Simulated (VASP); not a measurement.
Set up this calculation in VASP 6.6.1, as the native input.

```yaml
Task: single point
Functional: PBE
Potentials_or_basis: VASP PAW PBE potentials, release 64 (Nb_sv, Ru_pv, C)
Cutoff: 520 eV
k_mesh: 4 × 4 × 4
Occupations: gaussian, width 0.1 eV
Spin: no spin polarisation
Dipole_correction: no
Further_INCAR_settings: ALGO = Normal; EDIFF = 1e-06; NBANDS = 36
```

The structure of Nb3RuC lies in POSCAR:

```
Nb3RuC
1.0
    4.7446370106      0.0000000000      0.0000000000
    0.0000000000      4.7446370106      0.0000000000
    0.0000000000      0.0000000000      4.7446370106
Nb Ru C
3 1 1
Direct
    0.5000000000      0.0000000000      0.5000000000
    0.5000000000      0.5000000000      0.0000000000
    0.0000000000      0.5000000000      0.5000000000
    0.5000000000      0.5000000000      0.5000000000
    0.0000000000      0.0000000000      0.0000000000
```

The cell was built from a structure type or drawn by symmetry, and may not be a known phase.

These files were run (other wordings do the same):

INCAR

```
SYSTEM = Nb3RuC
PREC = Accurate
ENCUT = 520
EDIFF = 1E-6
ISMEAR = 0
SIGMA = 0.1
LREAL = .False.
LASPH = .True.
NELM = 100
ALGO = Normal
ISIF = 2
LWAVE = .False.
LCHARG = .False.
GGA = PE
NBANDS = 36
```

KPOINTS

```
regular mesh
0
Gamma
  4 4 4
  0 0 0
```

Potentials or basis: VASP PAW PBE potentials, release 64 (Nb_sv, Ru_pv, C).

Run with:

```sh
$ cat potpaw_PBE.64/Nb_sv/POTCAR potpaw_PBE.64/Ru_pv/POTCAR potpaw_PBE.64/C/POTCAR > POTCAR
$ mpirun -np 1 vasp_std > vasp.out
```

Results of the run:

```yaml
Pressure: 0.1 GPa
Band_gap_on_the_k_mesh: zero (an odd number of electrons rules out a gap without spin polarisation)
```

Run time: 68 s on 1 thread of Intel Xeon 8259CL, on a shared host, peak memory 0.22 GiB.
